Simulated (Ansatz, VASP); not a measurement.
## One calculation of MgO, two programs

The input INCAR:

```
SYSTEM = MgO
PREC = Accurate ; ENCUT = 520
EDIFF = 1E-6 ; ISMEAR = 0
SIGMA = 0.05 ; LREAL = .FALSE.
LASPH = .TRUE. ; NELM = 60
ALGO = Normal ; ISIF = 2
LWAVE = .FALSE. ; LCHARG = .FALSE.
GGA = PE ; NBANDS = 16
```

KPOINTS

```
Automatic mesh
0
G
  9 9 6
  0 0 0
```

The input POSCAR:

```
MgO
1.0
    3.2324032657      0.0000000000      0.0000000000
   -1.6162016329      2.7993433434      0.0000000000
    0.0000000000      0.0000000000      4.9935087375
Mg O
2 2
Direct
    0.3422748310      0.6845496620      0.0063188067
    0.6756081643      0.3512163287      0.5063188067
    0.3197497906      0.6394995812      0.3982811933
    0.6530831239      0.3061662478      0.8982811933
```

Input for Ansatz:

```yaml
crystal:
  lattice:
    - [3.2324032657, 0.0, 0.0]
    - [-1.6162016329, 2.7993433434, 0.0]
    - [0.0, 0.0, 4.9935087375]
  atoms:
    - { symbol: Mg, position: [0.342274831, 0.684549662, 0.0063188067] }
    - { symbol: Mg, position: [0.6756081643, 0.3512163287, 0.5063188067] }
    - { symbol: O, position: [0.3197497906, 0.6394995812, 0.3982811933] }
    - { symbol: O, position: [0.6530831239, 0.3061662478, 0.8982811933] }
basis:
  ecutwfc: 520.0
kpoints:
  mp_grid: { grid: [9, 9, 6] }
hamiltonian:
  xc: pbe
  pseudopotentials: { kind: paw, azcp: { folder: soft_1 } }
scf:
  occupations: { method: gaussian, width: 0.05 }
output:
  forces: true
  stress: true
  eigenvalues: true
```

Change from the starting cell: mode 11 frozen in at -0.078 Å, equal normal strain along x, y and z -0.0250.

Alike in both runs: task single point; functional PBE; k mesh 9 × 9 × 6; occupations gaussian, width 0.05 eV; no spin polarisation.

|  | VASP | Ansatz |
| --- | --- | --- |
| version | VASP 6.6.1 | Ansatz 0.2.0 |
| potentials or method | VASP PAW PBE potentials, release 64 (Mg, O), cutoff 520 eV | scalar-relativistic, plane waves, PAW |
| valence electrons in the cell | 16 | 32 |

|  | VASP | Ansatz | Ansatz less VASP |
| --- | --- | --- | --- |
| gap on the k mesh at the Fermi level (eV) | 3.78 | 3.80 | +0.018 |
| least direct gap on the mesh (eV) | 3.78 | 3.80 | +0.018 |
| pressure (GPa) | 11.4 | 11.8 | +0.33 |
| traceless stress, the component that is largest in VASP (GPa) | -4.93 | -4.85 | +0.084 |
| rms of the force components (eV/Å) | 0.897 | 0.883 | -0.0142 |

Atom by atom the forces differ by 0.014 eV/Å (rms over components). VASP's potentials hold 16 valence electrons a cell and Ansatz's 32, so a difference there can come from the potentials and not from the codes.
